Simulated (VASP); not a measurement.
# AlN (R-3m) in VASP: notebook, part 2 of 2

VASP 6.6.1. The steps go on from the part before.

## Step 5: Single point, PBE

This run uses another cell than the first one, of 7.08 Å³/atom, 0.808 times its volume.

INCAR reads:

```
PREC = Accurate
ENCUT = 520
EDIFF = 1E-6
ISMEAR = 0
SIGMA = 0.05
LREAL = F
LASPH = T
NELM = 100
ALGO = Normal
ISIF = 2
LWAVE = F
LCHARG = F
GGA = PE
NBANDS = 11
```

KPOINTS reads:

```
Automatic mesh
0
Gamma
  10 10 10
```

POSCAR reads:

```
AlN
1.0
   -0.0384001894      1.9010033133      1.9010033133
    1.9010033133     -0.0384001894      1.9010033133
    1.9010033133      1.9010033133     -0.0384001894
Al N
1 1
Direct
    0.5000000000      0.5000000000      0.5000000000
    0.0000000000      0.0000000000      0.0000000000
```

Potentials or basis: VASP PAW PBE potentials, release 64 (Al, N).

Run with:

```console
> cat potpaw_PBE.64/Al/POTCAR potpaw_PBE.64/N/POTCAR > POTCAR
> mpirun -np 1 vasp_std > vasp.out
```

OUTCAR:

```text
PREC = Accurate
   ENCUT = 520
   EDIFF = 1E-6
   ISMEAR = 0
   LREAL = F
   LASPH = T
   NELM = 100
   ISIF = 2
   GGA = PE

 ion  position               nearest neighbor table
   1  0.500  0.500  0.500-   2 1.92   2 1.92   2 1.92   2 1.92   2 1.92   2 1.92
   2  0.000  0.000  0.000-   1 1.92   1 1.92   1 1.92   1 1.92   1 1.92   1 1.92

  LATTYP: Found a trigonal (rhomboedric) cell.
 ALAT       =     2.6886988989
 COS(alpha) =     0.4797021723

  Lattice vectors:

 A1 = (  -0.0384001894,   1.9010033133,   1.9010033133)
 A2 = (   1.9010033133,  -0.0384001894,   1.9010033133)
 A3 = (   1.9010033133,   1.9010033133,  -0.0384001894)

Analysis of symmetry for initial positions (statically):
=====================================================================
 Subroutine PRICEL returns:
 Original cell was already a primitive cell.

 Routine SETGRP: Setting up the symmetry group for a
 trigonal (rhombohedral) supercell.

 Subroutine GETGRP returns: Found 12 space group operations
 (whereof 12 operations were pure point group operations)
 out of a pool of 12 trial point group operations.

The static configuration has the point symmetry D_3d.

Analysis of symmetry for dynamics (positions and initial velocities):
=====================================================================
 Subroutine PRICEL returns:
 Original cell was already a primitive cell.

 Routine SETGRP: Setting up the symmetry group for a
 trigonal (rhombohedral) supercell.

 Subroutine GETGRP returns: Found 12 space group operations
 (whereof 12 operations were pure point group operations)
 out of a pool of 12 trial point group operations.

The dynamic configuration has the point symmetry D_3d.

 Subroutine INISYM returns: Found 12 space group operations
 (whereof 12 operations are pure point group operations),
 and found     1 'primitive' translations

----------------------------------------------------------------------------------------

                                     Primitive cell

  volume of cell :      14.1560

  direct lattice vectors                    reciprocal lattice vectors
    -0.038400189  1.901003313  1.901003313    -0.255180773  0.260441684  0.260441684
     1.901003313 -0.038400189  1.901003313     0.260441684 -0.255180773  0.260441684
     1.901003313  1.901003313 -0.038400189     0.260441684  0.260441684 -0.255180773

  length of vectors
     2.688698899  2.688698899  2.688698899     0.448081431  0.448081431  0.448081431

  position of ions in fractional coordinates (direct lattice)
     0.500000000  0.500000000  0.500000000
     0.000000000  0.000000000  0.000000000

  ion indices of the primitive-cell ions
   primitive index   ion index
                 1           1
                 2           2

----------------------------------------------------------------------------------------

 KPOINTS: Automatic mesh

Automatic generation of k-mesh.
 Grid dimensions read from file:
 generate k-points for:   10   10   10

 Generating k-lattice:

  Cartesian coordinates                     Fractional coordinates (reciprocal lattice)
    -0.025518077  0.026044168  0.026044168     0.100000000 -0.000000000 -0.000000000
     0.026044168 -0.025518077  0.026044168    -0.000000000  0.100000000 -0.000000000
     0.026044168  0.026044168 -0.025518077    -0.000000000 -0.000000000  0.100000000

  Length of vectors
     0.044808143  0.044808143  0.044808143

  Shift w.r.t. Gamma in fractional coordinates (k-lattice)
     0.000000000  0.000000000  0.000000000

 Subroutine IBZKPT returns following result:
 ===========================================

 Found    116 irreducible k-points:

 Following reciprocal coordinates:
            Coordinates               Weight
  0.000000  0.000000  0.000000      1.000000
  0.100000  0.000000 -0.000000      6.000000
  0.200000  0.000000 -0.000000      6.000000
  0.300000  0.000000 -0.000000      6.000000
  0.400000  0.000000  0.000000      6.000000
  0.500000  0.000000 -0.000000      3.000000
[... 16 lines left out ...]
  0.300000  0.300000 -0.000000      6.000000
  0.400000  0.300000 -0.000000     12.000000
 [... further k-points ...]
   k-points           NKPTS =    116   k-points in BZ     NKDIM =    116   number of bands    NBANDS=     11
   number of dos      NEDOS =    301   number of ions     NIONS =      2
   total plane-waves  NPLWV =   8000
   dimension x,y,z NGX =    20 NGY =   20 NGZ =   20
   dimension x,y,z NGXF=    40 NGYF=   40 NGZF=   40
   ions per type =               1   1
   NGX,Y,Z   is equivalent  to a cutoff of  12.37, 12.37, 12.37 a.u.
   NGXF,Y,Z  is equivalent  to a cutoff of  24.73, 24.73, 24.73 a.u.
 SYSTEM =  unknown system
   PREC   = accura    normal or accurate (medium, high low for compatibility)
   ISTART =      0    job   : 0-new  1-cont  2-samecut
   ICHARG =      2    charge: 1-file 2-atom 10-const
   ISPIN  =      1    spin polarized calculation?
   LNONCOLLINEAR =      F non collinear calculations
   LSORBIT =      F    spin-orbit coupling
   LASPH  =      T    aspherical Exc in radial PAW
   ENCUT  =  520.0 eV  38.22 Ry    6.18 a.u.   5.00  5.00  5.00*2*pi/ulx,y,z
   NELM   =    100;   NELMIN=  2; NELMDL= -5     # of ELM steps
   EDIFF  = 0.1E-05   stopping-criterion for ELM
   LREAL  =      F    real-space projection
   EDIFFG = 0.1E-04   stopping-criterion for IOM
   NSW    =      0    number of steps for IOM
   IBRION =     -1    ionic relax: 0-MD 1-quasi-New 2-CG
   NFREE  =      0    steps in history (QN), initial steepest desc. (CG)
   ISIF   =      2    stress and relaxation
   ISYM   =      2    0-nonsym 1-usesym 2-fastsym
   POTIM  = 0.5000    time-step for ionic-motion
   TEBEG  =    0.0;   TEEND  =   0.0 temperature during run
   PSTRESS=    0.0 pullay stress
   NELECT =       8.0000    total number of electrons
   NUPDOWN=      -1.0000    fix difference up-down
   EMIN   =  10.00;   EMAX   =-10.00  energy-range for DOS
   EFERMI =   0.00;   METHOD = LEGACY
   ISMEAR =     0;   SIGMA  =   0.05  broadening in eV -4-tet -1-fermi 0-gaus
   EFERMI_NEDOS =   21; number of points for ismear=-14 and -15
   IALGO  =     38    algorithm
   IMIX   =      4    mixing-type and parameters
     AMIX     =   0.40;   BMIX     =  1.00
     AMIX_MAG =   1.60;   BMIX_MAG =  1.00
  volume/ion in A,a.u.               =       7.08        47.76
  Fermi-wavevector in a.u.,A,eV,Ry     =   1.353499  2.557742 24.925327  1.831960
  Thomas-Fermi vector in A             =   2.480749
   LORBIT       =      0    0 simple, 1 ext, 2 COOP (PROOUT), +10 PAW based schemes
   GGA     = PE    functional components
   LHFCALC =     F    Hartree Fock is set to
   AEXX    =    0.0000 exact exchange contribution
   IVDW    =     0    specifies the selected vdW correction
   LEPSILON=     F    determine dielectric tensor
   LRPA    =     F    only Hartree local field effects (RPA)
 non-spin polarized calculation
 Gauss-broadening in eV      SIGMA  =   0.05
  energy-cutoff  :      520.00
  volume of cell :       14.16
 maximum number of plane-waves:       392
   NGX =  9   NGY =  9   NGZ =  9

 number of electron       7.9999998 magnetization

 Free energy of the ion-electron system (eV)
  ---------------------------------------------------
  ext. energy  EPLUGINS =         0.00000000
  ---------------------------------------------------
  free energy    TOTEN  =       -14.07417217 eV

  energy without entropy =      -14.07417217  energy(sigma->0) =      -14.07417217

 E-fermi :  12.6764     XC(G=0): -13.0310

 val. band max:       12.4134114947   @ k =   0.0000   0.0000   0.0000
 cond. band min:      17.0077422521   @ k =   0.5000   0.5000   0.0000
 fundamental gap:      4.5943307574
 Fermi energy:        12.6764148863

 k-point     1 :       0.0000    0.0000    0.0000
  band No.  band energies     occupation
      1      -6.9344      2.00000
      2      11.9603      2.00000
      3      11.9603      2.00000
      4      12.4134      2.00000
      5      20.1373      0.00000
      6      24.4167      0.00000
      7      24.4167      0.00000
      8      25.5415      0.00000
      9      30.3067      0.00000
     10      31.0779      0.00000
     11      31.0779      0.00000
[... 309 lines left out ...]
 k-point    24 :       0.4000    0.3000   -0.0000
  band No.  band energies     occupation
      1      -3.3927      2.00000
      2       5.5739      2.00000
      3       8.6887      2.00000
      4       9.6923      2.00000
      5      18.6864      0.00000
      6      20.1950      0.00000
      7      26.1381      0.00000
      8      29.9258      0.00000
      9      30.5524      0.00000
     10      35.7842      0.00000
     11      39.2860      0.00000

 [... further k-points ...]
[... 5 lines left out ...]
  --------------------------------------------------------------------------------------
  -------------------------------------------------------------------------------------
  Total        5.4715425      5.4715425      5.4715425      0.6630567      0.6630567      0.6630567
  in kB      619.2696594    619.2696594    619.2696594     75.0448144     75.0448144     75.0448144
  external PRESSURE =     619.2696594 kB  Pullay stress =       0.0000000 kB

 VOLUME and BASIS-vectors are now :
 -----------------------------------------------------------------------------
  energy-cutoff  :      520.00
  volume of cell :       14.16
      direct lattice vectors                 reciprocal lattice vectors
    -0.038400189  1.901003313  1.901003313    -0.255180773  0.260441684  0.260441684
     1.901003313 -0.038400189  1.901003313     0.260441684 -0.255180773  0.260441684
     1.901003313  1.901003313 -0.038400189     0.260441684  0.260441684 -0.255180773

 POSITION                                       TOTAL-FORCE (eV/Angst)
 -----------------------------------------------------------------------------------
      1.88180      1.88180      1.88180         0.000000     -0.000000      0.000000
      0.00000      0.00000      0.00000        -0.000000      0.000000     -0.000000
 -----------------------------------------------------------------------------------
    total drift:                                0.000000     -0.000000     -0.000000

  FREE ENERGIE OF THE ION-ELECTRON SYSTEM (eV)
  ---------------------------------------------------
  free  energy   TOTEN  =       -14.0741721707 eV

  energy  without entropy=      -14.0741721707  energy(sigma->0) =      -14.07417217
```

OSZICAR:

```text
N       E                     dE             d eps       ncg     rms          rms(c)
DAV:   1     0.823854900008E+01    0.82385E+01   -0.41859E+03  2600   0.678E+02
DAV:   2    -0.153942029937E+02   -0.23633E+02   -0.22786E+02  3161   0.134E+02
DAV:   3    -0.159998728892E+02   -0.60567E+00   -0.60440E+00  3067   0.182E+01
DAV:   4    -0.160018227150E+02   -0.19498E-02   -0.19497E-02  2843   0.110E+00
DAV:   5    -0.160018350441E+02   -0.12329E-04   -0.12329E-04  3026   0.909E-02    0.835E+00
DAV:   6    -0.141201362525E+02    0.18817E+01   -0.68616E+00  2852   0.149E+01    0.315E+00
DAV:   7    -0.140796338115E+02    0.40502E-01   -0.30834E-01  2910   0.379E+00    0.200E+00
DAV:   8    -0.140745295928E+02    0.51042E-02   -0.15042E-02  2762   0.106E+00    0.400E-01
DAV:   9    -0.140741345746E+02    0.39502E-03   -0.14509E-03  2873   0.245E-01    0.183E-01
DAV:  10    -0.140741820210E+02   -0.47446E-04   -0.16525E-04  2918   0.907E-02    0.716E-02
DAV:  11    -0.140741722334E+02    0.97876E-05   -0.33704E-05  2969   0.347E-02    0.856E-03
DAV:  12    -0.140741721707E+02    0.62696E-07   -0.86453E-07  1495   0.822E-03
   1 F= -.14074172E+02 E0= -.14074172E+02  d E =-.271769E-16
```

Run time: 20 s. Hardware: 1 thread of Intel Xeon 8259CL, shared host; peak memory 0.13 GiB.

Results:

```yaml
Free_energy: -14.0742 eV
Pressure: 61.9 GPa
Band_gap_on_the_k_mesh: 4.59 eV, indirect (least direct gap 7.72 eV)
```

Stress tensor (GPa, compression positive):
```
61.93  7.50  7.50
 7.50 61.93  7.50
 7.50  7.50 61.93
```

Levels at points of the mesh, in eV from the valence-band top:
| k point | band 1 | band 2 | band 3 | band 4 | band 5 | band 6 | band 7 | band 8 |
| --- | --- | --- | --- | --- | --- | --- | --- | --- |
| (0.00, 0.00, 0.00) | -19.35 | -0.45 | -0.45 | 0.00 | 7.72 | 12.00 | 12.00 | 13.13 |
| (0.50, 0.00, 0.00) | -15.50 | -9.74 | -1.76 | -1.46 | 6.98 | 11.97 | 12.44 | 15.13 |
| (0.50, 0.50, 0.00) | -14.22 | -8.78 | -3.76 | -3.28 | 4.59 | 6.00 | 15.68 | 19.40 |
| (0.50, 0.50, 0.50) | -15.23 | -9.44 | -1.94 | -1.94 | 6.39 | 11.49 | 11.49 | 15.67 |

A k mesh can miss the band edges. PBE gaps usually lie below the measured ones, often by a third to a half.

## Step 6: Single point, PBE

This run uses another cell than the first one, of 7.08 Å³/atom, 0.808 times its volume.

INCAR reads:

```
SYSTEM = AlN
ALGO = Normal
EDIFF = 1E-6
ENCUT = 520
GGA = PE
ISIF = 2
ISMEAR = 0
LASPH = .TRUE.
LCHARG = .TRUE.
LELF = .TRUE.
LREAL = .FALSE.
LVHAR = .TRUE.
LWAVE = .FALSE.
NBANDS = 11
NELM = 100
PREC = Accurate
SIGMA = 0.05
```

KPOINTS reads:

```
k-points
0
G
  10 10 10
  0 0 0
```

POSCAR reads:

```
AlN
1.0
    0.0387766519      1.9395929193      1.9395929193
    1.9395929193      0.0387766519      1.9395929193
    1.9395929193      1.9395929193      0.0387766519
Al N
1 1
Direct
    0.5000000000      0.5000000000      0.5000000000
    0.0000000000      0.0000000000      0.0000000000
```

Potentials or basis: VASP PAW PBE potentials, release 64 (Al, N).

Run with:

```console
> cat potpaw_PBE.64/Al/POTCAR potpaw_PBE.64/N/POTCAR > POTCAR
> mpirun -np 1 vasp_std > vasp.out
```

It took 29 s on 1 thread of Intel Xeon 8259CL, shared host; peak memory 0.13 GiB.

Results (log left out):

```
Free energy            : -14.0732 eV
Pressure               : 61.9 GPa
Band gap on the k mesh : 4.73 eV, indirect (least direct gap 7.84 eV)
```

Stress tensor (GPa, compression positive):
```
61.93 -8.04 -8.04
-8.04 61.93 -8.04
-8.04 -8.04 61.93
```

Levels at points of the mesh, in eV from the valence-band top:
| k point | band 2 | band 3 | band 4 | band 5 | band 6 | band 7 |
| --- | --- | --- | --- | --- | --- | --- |
| (0.00, 0.00, 0.00) | -0.49 | 0.00 | 0.00 | 7.84 | 11.91 | 12.83 |
| (0.50, 0.00, 0.00) | -9.45 | -1.80 | -1.48 | 6.80 | 11.81 | 12.19 |
| (0.50, 0.50, 0.00) | -8.64 | -3.62 | -3.14 | 4.73 | 6.14 | 15.81 |
| (0.50, 0.50, 0.50) | -9.75 | -1.31 | -1.31 | 7.46 | 12.67 | 12.67 |

A k mesh can miss the band edges. Expect the measured gap to be larger: semilocal functionals such as PBE lack the derivative discontinuity.

## Step 7: Overview

```tsv
cell	gap on the mesh (eV)	pressure (GPa)
a = 2.946 Å, angles 58.7°, 2 atoms	3.84	-9.2
a = 3.015 Å, angles 57.4°, 2 atoms	3.22	-16.4
a = 2.773 Å, angles 57.4°, 2 atoms	4.33	62.2
a = 2.689 Å, angles 61.3°, 2 atoms	4.59	61.9
a = 2.743 Å, angles 58.7°, 2 atoms	4.73	61.9
```

Alike in all rows: task single point; level PBE; potentials or basis VASP PAW PBE potentials, release 64 (Al, N); no spin polarisation; k mesh 10 × 10 × 10; cutoff (eV) 520; smearing gaussian 0.05 eV.

Total energies depend on the potentials used, so only differences within one code and one set of settings carry meaning.
